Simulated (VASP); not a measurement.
Cl: single point with PBE

Cl:

```xyz
3
Lattice="5.5216 0.0000 0.0000 -2.7608 4.7818 0.0000 0.0000 0.0000 2.2080" Properties=species:S:1:pos:R:3 pbc="T T T"
Cl    0.0000    0.0000    0.0000
Cl    0.0000    3.1879    1.1040
Cl    2.7608    1.5939    1.1040
```

- Program: VASP 6.6.1
- Task: single point
- Functional: PBE
- Potentials or basis: VASP PAW PBE potentials, release 64 (Cl)
- Cutoff: 520 eV
- k mesh: 8 × 8 × 11
- Occupations: methfessel-paxton, width 0.05 eV
- Spin: no spin polarisation
- Dipole correction: no
- Further INCAR settings: ALGO = Normal; EDIFF = 1e-07; NBANDS = 18

```yaml
Pressure: 10.1 GPa
Band_gap_on_the_k_mesh: zero (an odd number of electrons rules out a gap without spin polarisation)
```

Stress tensor (GPa, compression positive):
```
10.32  0.00  0.00
 0.00 10.32  0.00
 0.00  0.00  9.62
```

Levels at points of the mesh, in eV from the Fermi level:
```tsv
k point	band 6	band 7	band 8	band 9	band 10	band 11	band 12	band 13	band 14	band 15
(0.00, 0.00, 0.00)	-4.74	-4.74	-2.02	-2.02	4.89	5.13	5.60	6.32	11.46	11.46
(0.50, 0.00, 0.00)	-4.33	-3.02	-2.85	-2.74	4.99	5.05	5.57	7.08	9.29	9.44
```

It took 27 s on 1 thread of AMD EPYC 9R45 (Zen 5) (shared host), peak memory 0.15 GiB.

Caveat: the cell stands under pressure; an odd number of electrons without spin polarisation forces a metal; a magnetic or distorted state may lie lower.
